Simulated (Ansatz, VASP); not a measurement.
## One calculation of TiHg2, two programs

```xyz
6
Lattice="0.0000 3.9887 3.9887 3.9887 0.0000 3.9887 3.9887 3.9887 0.0000" Properties=species:S:1:pos:R:3 pbc="T T T"
Ti    0.0000    0.0000    0.0000
Ti    1.9943    1.9943    1.9943
Hg    4.9858    4.9858    4.9858
Hg    4.9858    2.9915    2.9915
Hg    2.9915    2.9915    4.9858
Hg    2.9915    4.9858    2.9915
```

Alike in both runs: functional PBE; k mesh 8 × 8 × 8; occupations gaussian, width 0.1 eV; no spin polarisation.

Ansatz relaxed the structure, and its values are those at the end. VASP's run is a single point on that final structure, the one shown.

|  | VASP | Ansatz |
| --- | --- | --- |
| version | VASP 6.6.1 | Ansatz 0.2.0 |
| potentials or method | VASP PAW PBE potentials, release 64 (Ti_sv, Hg), cutoff 520 eV | scalar-relativistic, plane waves, PAW |
| valence electrons in the cell | 72 | 104 |

```csv
,VASP,Ansatz,Ansatz less VASP
gap on the k mesh at the Fermi level (eV),none,none,-
pressure (GPa),0.7,0.0,-0.70
```

A gap of «none» marks a metal or a gap that the smearing closes. VASP's potentials hold 72 valence electrons a cell and Ansatz's 104, so a difference there can come from the potentials and not from the codes.

Neither program's run includes spin-orbit coupling.
